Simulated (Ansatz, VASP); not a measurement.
InSb3 in VASP and in Ansatz

```
In Sb
1.0
     4.81109    0.00000    0.00000
     0.00000    4.81109    0.00000
     0.00000    0.00000    4.81109
In Sb
1 3
Direct
  0.00000 0.00000 0.00000
  0.50000 0.00000 0.50000
  0.00000 0.50000 0.50000
  0.50000 0.50000 0.00000
```

Alike in both runs: task single point; functional PBEsol; k mesh 10 × 10 × 10; occupations gaussian, width 0.15 eV; no spin polarisation.

```csv
,VASP,Ansatz
version,VASP 6.6.1,Ansatz 0.2.0
potentials or method,"VASP PAW PBE potentials, release 64 (In_d, Sb), cutoff 520 eV","scalar-relativistic, plane waves, PAW"
valence electrons in the cell,28,58
```

Ansatz gave:

- gap on the k mesh at the Fermi level (eV): none
- pressure (GPa): -2.7

Estimate VASP's values.

gap on the k mesh at the Fermi level (eV): none; pressure (GPa): -2.8.

VASP's potentials were made for PBE, not for PBEsol, and Ansatz warns of the same on its side. A gap of «none» marks a metal or a gap that the smearing closes. With one functional, cell and mesh, what is left measures potentials, basis and numerics. VASP's potentials hold 28 valence electrons a cell and Ansatz's 58, so a difference there can come from the potentials and not from the codes.

Neither program's run includes spin-orbit coupling.
